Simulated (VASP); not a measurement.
# W (Im-3m) in VASP: single point with PBE

Aim: the single point of W with PBE.

Program: VASP 6.6.1. These are calculated values, not measurements. Logs are shortened: lines on timing, memory, paths and dates and some standing lists are left out, and cuts for length are marked.

**1. The cell of the first run**

Symmetry: Im-3m, No. 229, cubic system. The conventional cell has a = 3.165 Å, b = 3.165 Å, c = 3.165 Å, α = 90.00°, β = 90.00°, γ = 90.00°. Within 3.6 Å of W (site symmetry m-3m) lie 14 W at 2.74 to 3.16 Å.

**2. Single point, PBE**

INCAR

```
ALGO = Normal
EDIFF = 1E-6
ENCUT = 500
GGA = PE
GGA_COMPAT = F
ISIF = 2
ISMEAR = -1
LASPH = T
LCHARG = F
LREAL = F
LWAVE = F
NBANDS = 13
NELM = 120
PREC = Accurate
SIGMA = 0.15
```

KPOINTS

```
k-points
0
Gamma
  8 8 8
```

POSCAR

```
W
1.0
   -1.5823450000      1.5823450000      1.5823450000
    1.5823450000     -1.5823450000      1.5823450000
    1.5823450000      1.5823450000     -1.5823450000
W
1
Direct
    0.0000000000      0.0000000000      0.0000000000
```

Potentials or basis: VASP PAW PBE potentials, release 64 (W_sv).

On the command line:

```console
$ cat potpaw_PBE.64/W_sv/POTCAR > POTCAR
$ mpirun -np 1 vasp_std > vasp.out
```

OUTCAR:

```text
EDIFF = 1E-6
   ENCUT = 500
   GGA = PE
   ISIF = 2
   ISMEAR = -1
   LASPH = T
   LREAL = F
   NELM = 120
   PREC = Accurate

 ion  position               nearest neighbor table
   1  0.000  0.000  0.000-

  LATTYP: Found a body centered cubic cell.
 ALAT       =     3.1646900000

  Lattice vectors:

 A1 = (  -1.5823450000,   1.5823450000,   1.5823450000)
 A2 = (   1.5823450000,  -1.5823450000,   1.5823450000)
 A3 = (   1.5823450000,   1.5823450000,  -1.5823450000)

Analysis of symmetry for initial positions (statically):
=====================================================================
 Subroutine PRICEL returns:
 Original cell was already a primitive cell.

 Routine SETGRP: Setting up the symmetry group for a
 body centered cubic supercell.

 Subroutine GETGRP returns: Found 48 space group operations
 (whereof 48 operations were pure point group operations)
 out of a pool of 48 trial point group operations.

The static configuration has the point symmetry O_h .

Analysis of symmetry for dynamics (positions and initial velocities):
=====================================================================
 Subroutine PRICEL returns:
 Original cell was already a primitive cell.

 Routine SETGRP: Setting up the symmetry group for a
 body centered cubic supercell.

 Subroutine GETGRP returns: Found 48 space group operations
 (whereof 48 operations were pure point group operations)
 out of a pool of 48 trial point group operations.

The dynamic configuration has the point symmetry O_h .

 Subroutine INISYM returns: Found 48 space group operations
 (whereof 48 operations are pure point group operations),
 and found     1 'primitive' translations

----------------------------------------------------------------------------------------

                                     Primitive cell

  volume of cell :      15.8476

  direct lattice vectors                    reciprocal lattice vectors
    -1.582345000  1.582345000  1.582345000     0.000000000  0.315986716  0.315986716
     1.582345000 -1.582345000  1.582345000     0.315986716  0.000000000  0.315986716
     1.582345000  1.582345000 -1.582345000     0.315986716  0.315986716  0.000000000

  length of vectors
     2.740701935  2.740701935  2.740701935     0.446872699  0.446872699  0.446872699

  position of ions in fractional coordinates (direct lattice)
     0.000000000  0.000000000  0.000000000

  ion indices of the primitive-cell ions
   primitive index   ion index
                 1           1

----------------------------------------------------------------------------------------

 KPOINTS: k-points

Automatic generation of k-mesh.
 Grid dimensions read from file:
 generate k-points for:    8    8    8

 Generating k-lattice:

  Cartesian coordinates                     Fractional coordinates (reciprocal lattice)
     0.000000000  0.039498339  0.039498339     0.125000000  0.000000000  0.000000000
     0.039498339  0.000000000  0.039498339     0.000000000  0.125000000  0.000000000
     0.039498339  0.039498339  0.000000000     0.000000000  0.000000000  0.125000000

  Length of vectors
     0.055859087  0.055859087  0.055859087

  Shift w.r.t. Gamma in fractional coordinates (k-lattice)
     0.000000000  0.000000000  0.000000000

 Subroutine IBZKPT returns following result:
 ===========================================

 Found     29 irreducible k-points:

 Following reciprocal coordinates:
            Coordinates               Weight
  0.000000  0.000000  0.000000      1.000000
  0.125000  0.000000  0.000000     12.000000
  0.250000  0.000000  0.000000     12.000000
  0.375000  0.000000  0.000000     12.000000
  0.500000  0.000000  0.000000      6.000000
  0.125000  0.125000  0.000000     24.000000
[... 16 lines left out ...]
 -0.250000  0.250000  0.250000      6.000000
 -0.375000  0.375000  0.250000     24.000000
 [... further k-points ...]
   k-points           NKPTS =     29   k-points in BZ     NKDIM =     29   number of bands    NBANDS=     13
   number of dos      NEDOS =    301   number of ions     NIONS =      1
   total plane-waves  NPLWV =   8000
   dimension x,y,z NGX =    20 NGY =   20 NGZ =   20
   dimension x,y,z NGXF=    40 NGYF=   40 NGZF=   40
   ions per type =               1
   NGX,Y,Z   is equivalent  to a cutoff of  12.13, 12.13, 12.13 a.u.
   NGXF,Y,Z  is equivalent  to a cutoff of  24.26, 24.26, 24.26 a.u.
 SYSTEM =  unknown system
   PREC   = accura    normal or accurate (medium, high low for compatibility)
   ISTART =      0    job   : 0-new  1-cont  2-samecut
   ICHARG =      2    charge: 1-file 2-atom 10-const
   ISPIN  =      1    spin polarized calculation?
   LNONCOLLINEAR =      F non collinear calculations
   LSORBIT =      F    spin-orbit coupling
   LASPH  =      T    aspherical Exc in radial PAW
   ENCUT  =  500.0 eV  36.75 Ry    6.06 a.u.   5.00  5.00  5.00*2*pi/ulx,y,z
   NELM   =    120;   NELMIN=  2; NELMDL= -5     # of ELM steps
   EDIFF  = 0.1E-05   stopping-criterion for ELM
   LREAL  =      F    real-space projection
   EDIFFG = 0.1E-04   stopping-criterion for IOM
   NSW    =      0    number of steps for IOM
   IBRION =     -1    ionic relax: 0-MD 1-quasi-New 2-CG
   NFREE  =      0    steps in history (QN), initial steepest desc. (CG)
   ISIF   =      2    stress and relaxation
   ISYM   =      2    0-nonsym 1-usesym 2-fastsym
   POTIM  = 0.5000    time-step for ionic-motion
   TEBEG  =    0.0;   TEEND  =   0.0 temperature during run
   PSTRESS=    0.0 pullay stress
   NELECT =      14.0000    total number of electrons
   NUPDOWN=      -1.0000    fix difference up-down
   EMIN   =  10.00;   EMAX   =-10.00  energy-range for DOS
   EFERMI =   0.00;   METHOD = LEGACY
   ISMEAR =    -1;   SIGMA  =   0.15  broadening in eV -4-tet -1-fermi 0-gaus
   EFERMI_NEDOS =   21; number of points for ismear=-14 and -15
   IALGO  =     38    algorithm
   IMIX   =      4    mixing-type and parameters
     AMIX     =   0.40;   BMIX     =  1.00
     AMIX_MAG =   1.60;   BMIX_MAG =  1.00
  volume/ion in A,a.u.               =      15.85       106.94
  Fermi-wavevector in a.u.,A,eV,Ry     =   1.570832  2.968442 33.572544  2.467512
  Thomas-Fermi vector in A             =   2.672506
   LORBIT       =      0    0 simple, 1 ext, 2 COOP (PROOUT), +10 PAW based schemes
   GGA     = PE    functional components
   LHFCALC =     F    Hartree Fock is set to
   AEXX    =    0.0000 exact exchange contribution
   IVDW    =     0    specifies the selected vdW correction
   LEPSILON=     F    determine dielectric tensor
   LRPA    =     F    only Hartree local field effects (RPA)
 non-spin polarized calculation
  energy-cutoff  :      500.00
  volume of cell :       15.85
 maximum number of plane-waves:       420
   NGX =  9   NGY =  9   NGZ =  9

 number of electron      14.0000004 magnetization

 Free energy of the ion-electron system (eV)
  ---------------------------------------------------
  ext. energy  EPLUGINS =         0.00000000
  ---------------------------------------------------
  free energy    TOTEN  =       -12.95791033 eV

  energy without entropy =      -12.92856471  energy(sigma->0) =      -12.94323752

 E-fermi :  11.2560     XC(G=0): -13.6421

 val. band max:       10.9435924779   @ k =   0.1250   0.0000   0.0000
 cond. band min:      11.5148683112   @ k =  -0.2500   0.2500   0.1250
 fundamental gap:      0.5712758333
 Fermi energy:        11.2559676984

 k-point     1 :       0.0000    0.0000    0.0000
  band No.  band energies     occupation
      1     -62.7330      2.00000
      2     -26.2948      2.00000
      3     -26.2948      2.00000
      4     -26.2948      2.00000
      5       1.8088      2.00000
      6      10.2203      1.99799
      7      10.2203      1.99799
      8      10.2203      1.99799
      9      13.7109      0.00000
     10      13.7109      0.00000
     11      25.9646      0.00000
     12      25.9646      0.00000
     13      25.9646      0.00000

 k-point     2 :       0.1250    0.0000    0.0000
  band No.  band energies     occupation
      1     -62.7136      2.00000
      2     -26.4972      2.00000
      3     -26.3582      2.00000
      4     -26.2958      2.00000
      5       2.5393      2.00000
      6       9.7921      1.99988
      7      10.0722      1.99925
      8      10.9436      1.77838
      9      13.1686      0.00001
     10      13.7265      0.00000
     11      26.5087      0.00000
     12      27.2165      0.00000
     13      27.5628      0.00000

 k-point     3 :       0.2500    0.0000    0.0000
  band No.  band energies     occupation
      1     -62.6662      2.00000
      2     -26.9651      2.00000
      3     -26.5085      2.00000
      4     -26.2984      2.00000
      5       4.2259      2.00000
      6       8.9041      2.00000
      7       9.5924      1.99997
      8      12.9850      0.00002
      9      13.0846      0.00001
     10      13.9000      0.00000
     11      26.2073      0.00000
     12      27.9871      0.00000
     13      30.5254      0.00000
[... 305 lines left out ...]
 k-point    23 :      -0.2500    0.2500    0.2500
  band No.  band energies     occupation
      1     -62.6078      2.00000
      2     -26.9888      2.00000
      3     -26.7393      2.00000
      4     -26.7393      2.00000
      5       6.2338      2.00000
      6       8.6319      2.00000
      7      10.9156      1.81261
      8      10.9156      1.81261
      9      12.8107      0.00006
     10      14.9474      0.00000
     11      25.9565      0.00000
     12      30.9464      0.00000
     13      30.9464      0.00000

 k-point    24 :      -0.3750    0.3750    0.2500
  band No.  band energies     occupation
      1     -62.5662      2.00000
      2     -27.2581      2.00000
      3     -26.8970      2.00000
      4     -26.7770      2.00000
      5       6.8998      2.00000
      6       7.6227      2.00000
      7      10.9207      1.80672
      8      11.7180      0.08786
      9      15.1809      0.00000
     10      15.8437      0.00000
     11      25.1532      0.00000
     12      27.6563      0.00000
     13      28.7911      0.00000

 [... further k-points ...]
[... 5 lines left out ...]
  --------------------------------------------------------------------------------------
  -------------------------------------------------------------------------------------
  Total        0.6651419      0.6651419      0.6651419      0.0000000     -0.0000000      0.0000000
  in kB       67.2452150     67.2452150     67.2452150      0.0000000     -0.0000000      0.0000000
  external PRESSURE =      67.2452150 kB  Pullay stress =       0.0000000 kB

 VOLUME and BASIS-vectors are now :
 -----------------------------------------------------------------------------
  energy-cutoff  :      500.00
  volume of cell :       15.85
      direct lattice vectors                 reciprocal lattice vectors
    -1.582345000  1.582345000  1.582345000     0.000000000  0.315986716  0.315986716
     1.582345000 -1.582345000  1.582345000     0.315986716  0.000000000  0.315986716
     1.582345000  1.582345000 -1.582345000     0.315986716  0.315986716  0.000000000

 POSITION                                       TOTAL-FORCE (eV/Angst)
 -----------------------------------------------------------------------------------
      0.00000      0.00000      0.00000        -0.000000     -0.000000     -0.000000
 -----------------------------------------------------------------------------------
    total drift:                                0.000000     -0.000000      0.000000

  FREE ENERGIE OF THE ION-ELECTRON SYSTEM (eV)
  ---------------------------------------------------
  free  energy   TOTEN  =       -12.9579103323 eV

  energy  without entropy=      -12.9285647072  energy(sigma->0) =      -12.94323752
```

Run time: 6.4 s. Hardware: 1 thread of AMD EPYC 7R13, shared host; peak memory 0.09 GiB.

Results:

```yaml
Free_energy: -12.9579 eV
Pressure: 6.7 GPa
Band_gap_on_the_k_mesh: zero (band 7 reaches 16.62 eV, above the bottom of band 8 at 10.22 eV)
```

Caveat: spin-orbit coupling is left out, which moves the levels of the heavy elements.
